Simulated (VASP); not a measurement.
# C (P6_3/mmc) in VASP: further runs

C is run at these levels: RPBE; tasks: single point.

All numbers are computed with VASP 6.6.1; they aren't measurements. Logs are shortened: lines on timing, memory, paths and dates and some standing lists are left out, and cuts for length are marked.

### 1 The cell of the first run

The structure is hexagonal, space group P6_3/mmc (No. 194). The conventional cell has a = 2.541 Å, b = 2.541 Å, c = 9.905 Å, α = 90.00°, β = 90.00°, γ = 120.00°. Within 2.0 Å of C (site symmetry -6m2) lie 3 C at 1.47 Å. Within 2.0 Å of C (site symmetry -6m2) lie 3 C at 1.47 Å.

### 2 Single point, RPBE (volume scaled by 1.08)

Input file INCAR:

```
ALGO = Normal
EDIFF = 1E-6
ENCUT = 520
GGA = RP
ISIF = 2
ISMEAR = -1
LASPH = True
LCHARG = False
LREAL = False
LWAVE = False
NBANDS = 16
NELM = 80
PREC = Accurate
SIGMA = 0.05
```

Input file KPOINTS:

```
k-points
0
Gamma
  14 14 3
```

Input file POSCAR:

```
C
1.0
    2.5414980891      0.0000000000      0.0000000000
   -1.2707490446      2.2010019089      0.0000000000
    0.0000000000      0.0000000000      9.9053859418
C
4
Direct
    1.0000000000      1.0000000000      0.2500000000
    0.0000000000      0.0000000000      0.7500000000
    0.3333333333      0.6666666667      0.2500000000
    0.6666666667      0.3333333333      0.7500000000
```

Potentials or basis: VASP PAW PBE potentials, release 64 (C).

Started as:

```console
$ cat potpaw_PBE.64/C/POTCAR > POTCAR
$ mpirun -np 1 vasp_std > vasp.out
```

OUTCAR:

```text
EDIFF = 1E-6
   ENCUT = 520
   GGA = RP
   ISIF = 2
   ISMEAR = -1
   LASPH = True
   LREAL = False
   NELM = 80
   PREC = Accurate

 ion  position               nearest neighbor table
   1  0.000  0.000  0.250-   3 1.47   3 1.47   3 1.47
   2  0.000  0.000  0.750-   4 1.47   4 1.47   4 1.47
   3  0.333  0.667  0.250-   1 1.47   1 1.47   1 1.47
   4  0.667  0.333  0.750-   2 1.47   2 1.47   2 1.47

  LATTYP: Found a hexagonal cell.
 ALAT       =     2.5414980891
 C/A-ratio  =     3.8974595276

  Lattice vectors:

 A1 = (   2.5414980891,   0.0000000000,   0.0000000000)
 A2 = (  -1.2707490446,   2.2010019089,   0.0000000000)
 A3 = (   0.0000000000,   0.0000000000,   9.9053859418)

Analysis of symmetry for initial positions (statically):
=====================================================================
 Subroutine PRICEL returns:
 Original cell was already a primitive cell.

 Routine SETGRP: Setting up the symmetry group for a
 hexagonal supercell.

 Subroutine GETGRP returns: Found 24 space group operations
 (whereof 12 operations were pure point group operations)
 out of a pool of 24 trial point group operations.

The static configuration has the point symmetry D_3d.
 The point group associated with its full space group is D_6h.

Analysis of symmetry for dynamics (positions and initial velocities):
=====================================================================
 Subroutine PRICEL returns:
 Original cell was already a primitive cell.

 Routine SETGRP: Setting up the symmetry group for a
 hexagonal supercell.

 Subroutine GETGRP returns: Found 24 space group operations
 (whereof 12 operations were pure point group operations)
 out of a pool of 24 trial point group operations.

The dynamic configuration has the point symmetry D_3d.
 The point group associated with its full space group is D_6h.

 Subroutine INISYM returns: Found 24 space group operations
 (whereof 12 operations are pure point group operations),
 and found     1 'primitive' translations

----------------------------------------------------------------------------------------

                                     Primitive cell

  volume of cell :      55.4092

  direct lattice vectors                    reciprocal lattice vectors
     2.541498089  0.000000000  0.000000000     0.393468720  0.227169271  0.000000000
    -1.270749045  2.201001909  0.000000000     0.000000000  0.454338543  0.000000000
     0.000000000  0.000000000  9.905385942     0.000000000  0.000000000  0.100955178

  length of vectors
     2.541498089  2.541498089  9.905385942     0.454338543  0.454338543  0.100955178

  position of ions in fractional coordinates (direct lattice)
     0.000000000  0.000000000  0.250000000
     0.000000000  0.000000000  0.750000000
     0.333333333  0.666666667  0.250000000
     0.666666667  0.333333333  0.750000000

  ion indices of the primitive-cell ions
   primitive index   ion index
                 1           1
                 2           2
                 3           3
                 4           4

----------------------------------------------------------------------------------------

 KPOINTS: k-points

Automatic generation of k-mesh.
 Grid dimensions read from file:
 generate k-points for:   14   14    3

 Generating k-lattice:

  Cartesian coordinates                     Fractional coordinates (reciprocal lattice)
     0.028104909  0.016226377  0.000000000     0.071428571 -0.000000000  0.000000000
     0.000000000  0.032452753  0.000000000     0.000000000  0.071428571  0.000000000
     0.000000000  0.000000000  0.033651726     0.000000000  0.000000000  0.333333333

  Length of vectors
     0.032452753  0.032452753  0.033651726

  Shift w.r.t. Gamma in fractional coordinates (k-lattice)
     0.000000000  0.000000000  0.000000000

 Subroutine IBZKPT returns following result:
 ===========================================

 Found     48 irreducible k-points:

 Following reciprocal coordinates:
            Coordinates               Weight
  0.000000  0.000000  0.000000      1.000000
  0.071429  0.000000  0.000000      6.000000
  0.142857  0.000000  0.000000      6.000000
  0.214286  0.000000  0.000000      6.000000
  0.285714 -0.000000  0.000000      6.000000
  0.357143  0.000000  0.000000      6.000000
[... 16 lines left out ...]
  0.285714  0.285714  0.000000      6.000000
  0.357143  0.285714  0.000000      6.000000
 [... further k-points ...]
   k-points           NKPTS =     48   k-points in BZ     NKDIM =     48   number of bands    NBANDS=     16
   number of dos      NEDOS =    301   number of ions     NIONS =      4
   total plane-waves  NPLWV =  32000
   dimension x,y,z NGX =    20 NGY =   20 NGZ =   80
   dimension x,y,z NGXF=    40 NGYF=   40 NGZF=  160
   ions per type =               4
   NGX,Y,Z   is equivalent  to a cutoff of  13.08, 13.08, 13.43 a.u.
   NGXF,Y,Z  is equivalent  to a cutoff of  26.17, 26.17, 26.85 a.u.
 SYSTEM =  unknown system
   PREC   = accura    normal or accurate (medium, high low for compatibility)
   ISTART =      0    job   : 0-new  1-cont  2-samecut
   ICHARG =      2    charge: 1-file 2-atom 10-const
   ISPIN  =      1    spin polarized calculation?
   LNONCOLLINEAR =      F non collinear calculations
   LSORBIT =      F    spin-orbit coupling
   LASPH  =      T    aspherical Exc in radial PAW
   ENCUT  =  520.0 eV  38.22 Ry    6.18 a.u.   4.73  4.73 18.42*2*pi/ulx,y,z
   NELM   =     80;   NELMIN=  2; NELMDL= -5     # of ELM steps
   EDIFF  = 0.1E-05   stopping-criterion for ELM
   LREAL  =      F    real-space projection
   EDIFFG = 0.1E-04   stopping-criterion for IOM
   NSW    =      0    number of steps for IOM
   IBRION =     -1    ionic relax: 0-MD 1-quasi-New 2-CG
   NFREE  =      0    steps in history (QN), initial steepest desc. (CG)
   ISIF   =      2    stress and relaxation
   ISYM   =      2    0-nonsym 1-usesym 2-fastsym
   POTIM  = 0.5000    time-step for ionic-motion
   TEBEG  =    0.0;   TEEND  =   0.0 temperature during run
   PSTRESS=    0.0 pullay stress
   NELECT =      16.0000    total number of electrons
   NUPDOWN=      -1.0000    fix difference up-down
   EMIN   =  10.00;   EMAX   =-10.00  energy-range for DOS
   EFERMI =   0.00;   METHOD = LEGACY
   ISMEAR =    -1;   SIGMA  =   0.05  broadening in eV -4-tet -1-fermi 0-gaus
   EFERMI_NEDOS =   21; number of points for ismear=-14 and -15
   IALGO  =     38    algorithm
   IMIX   =      4    mixing-type and parameters
     AMIX     =   0.40;   BMIX     =  1.00
     AMIX_MAG =   1.60;   BMIX_MAG =  1.00
  volume/ion in A,a.u.               =      13.85        93.48
  Fermi-wavevector in a.u.,A,eV,Ry     =   1.082067  2.044811 15.930650  1.170870
  Thomas-Fermi vector in A             =   2.218100
   LORBIT       =      0    0 simple, 1 ext, 2 COOP (PROOUT), +10 PAW based schemes
   GGA     = RP    functional components
   LHFCALC =     F    Hartree Fock is set to
   AEXX    =    0.0000 exact exchange contribution
   IVDW    =     0    specifies the selected vdW correction
   LEPSILON=     F    determine dielectric tensor
   LRPA    =     F    only Hartree local field effects (RPA)
 non-spin polarized calculation
  energy-cutoff  :      520.00
  volume of cell :       55.41
 maximum number of plane-waves:      1519
 NGX is ok and might be reduce to    20
   NGX =  9   NGY =  9   NGZ = 37

 number of electron      16.0000000 magnetization

 Free energy of the ion-electron system (eV)
  ---------------------------------------------------
  ext. energy  EPLUGINS =         0.00000000
  ---------------------------------------------------
  free energy    TOTEN  =       -35.12818432 eV

  energy without entropy =      -35.12818244  energy(sigma->0) =      -35.12818338

 E-fermi :   1.4812     XC(G=0):  -7.5773

 val. band max:        0.9352331899   @ k =   0.3571   0.2857   0.0000
 cond. band min:       2.0384777048   @ k =   0.3571   0.2857   0.0000
 fundamental gap:      1.1032445149
 Fermi energy:         1.4811793390

 k-point     1 :       0.0000    0.0000    0.0000
  band No.  band energies     occupation
      1     -17.4011      2.00000
      2     -17.3937      2.00000
      3      -5.6150      2.00000
      4      -5.4417      2.00000
      5      -1.5694      2.00000
      6      -1.5694      2.00000
[... 8 lines left out ...]
     15       9.5738      0.00000
     16      11.9253      0.00000

 k-point     2 :       0.0714    0.0000    0.0000
  band No.  band energies     occupation
      1     -17.2867      2.00000
      2     -17.2792      2.00000
      3      -5.4809      2.00000
      4      -5.3090      2.00000
      5      -2.0460      2.00000
      6      -2.0457      2.00000
[... 8 lines left out ...]
     15       9.7441      0.00000
     16      11.5399      0.00000

 k-point     3 :       0.1429    0.0000    0.0000
  band No.  band energies     occupation
      1     -16.9441      2.00000
      2     -16.9370      2.00000
      3      -5.0812      2.00000
      4      -4.9135      2.00000
      5      -3.2825      2.00000
      6      -3.2817      2.00000
[... 8 lines left out ...]
     15      10.5269      0.00000
     16      11.0001      0.00000

 k-point     4 :       0.2143    0.0000    0.0000
  band No.  band energies     occupation
      1     -16.3768      2.00000
      2     -16.3702      2.00000
      3      -4.9294      2.00000
      4      -4.9281      2.00000
      5      -4.4252      2.00000
      6      -4.2651      2.00000
[... 8 lines left out ...]
     15      10.8689      0.00000
     16      12.8499      0.00000
[... 324 lines left out ...]
 k-point    22 :       0.3571    0.2143    0.0000
  band No.  band energies     occupation
      1     -12.1935      2.00000
      2     -12.1900      2.00000
      3     -10.3830      2.00000
      4     -10.3806      2.00000
      5      -7.1630      2.00000
      6      -7.1613      2.00000
[... 8 lines left out ...]
     15      12.9961      0.00000
     16      13.5068      0.00000

 k-point    23 :       0.2857    0.2857    0.0000
  band No.  band energies     occupation
      1     -12.2373      2.00000
      2     -12.2333      2.00000
      3      -9.8529      2.00000
      4      -9.8514      2.00000
      5      -7.8328      2.00000
      6      -7.8318      2.00000
[... 8 lines left out ...]
     15      13.3425      0.00000
     16      13.6801      0.00000

 k-point    24 :       0.3571    0.2857    0.0000
  band No.  band energies     occupation
      1     -11.3490      2.00000
      2     -11.3472      2.00000
      3     -10.6277      2.00000
      4     -10.6277      2.00000
      5      -8.1892      2.00000
      6      -8.1881      2.00000
[... 8 lines left out ...]
     15      13.2992      0.00000
     16      13.7383      0.00000

 [... further k-points ...]
[... 5 lines left out ...]
  --------------------------------------------------------------------------------------
  -------------------------------------------------------------------------------------
  Total       -6.3685723     -6.3685723     -0.0246347      0.0000000     -0.0000000      0.0000000
  in kB     -184.1497174   -184.1497174     -0.7123223      0.0000000     -0.0000000      0.0000000
  external PRESSURE =    -123.0039190 kB  Pullay stress =       0.0000000 kB

 VOLUME and BASIS-vectors are now :
 -----------------------------------------------------------------------------
  energy-cutoff  :      520.00
  volume of cell :       55.41
      direct lattice vectors                 reciprocal lattice vectors
     2.541498089  0.000000000  0.000000000     0.393468720  0.227169271  0.000000000
    -1.270749045  2.201001909  0.000000000     0.000000000  0.454338543  0.000000000
     0.000000000  0.000000000  9.905385942     0.000000000  0.000000000  0.100955178

 POSITION                                       TOTAL-FORCE (eV/Angst)
 -----------------------------------------------------------------------------------
      0.00000      0.00000      2.47635        -0.000000     -0.000000     -0.000000
      0.00000      0.00000      7.42904        -0.000000      0.000000     -0.000000
     -0.00000      1.46733      2.47635        -0.000000      0.000000     -0.000000
      1.27075      0.73367      7.42904         0.000000      0.000000      0.000000
 -----------------------------------------------------------------------------------
    total drift:                                0.000000     -0.000000      0.000000

  FREE ENERGIE OF THE ION-ELECTRON SYSTEM (eV)
  ---------------------------------------------------
  free  energy   TOTEN  =       -35.1281843174 eV

  energy  without entropy=      -35.1281824372  energy(sigma->0) =      -35.12818338
```

It took 23 s on 1 thread of Intel Xeon 6975P-C (Granite Rapids), shared host; peak memory 0.17 GiB.

What came out:

```yaml
Free_energy: -35.1282 eV
Pressure: -12.3 GPa
Band_gap_on_the_k_mesh: 1.10 eV, direct
```

Caveat: the PAW data sets were made with another functional, which shifts forces and pressure a little; this functional lacks dispersion, which binds the layers, so the pressure and a relaxed spacing across them are unreliable.

[end of part 1 of 2]
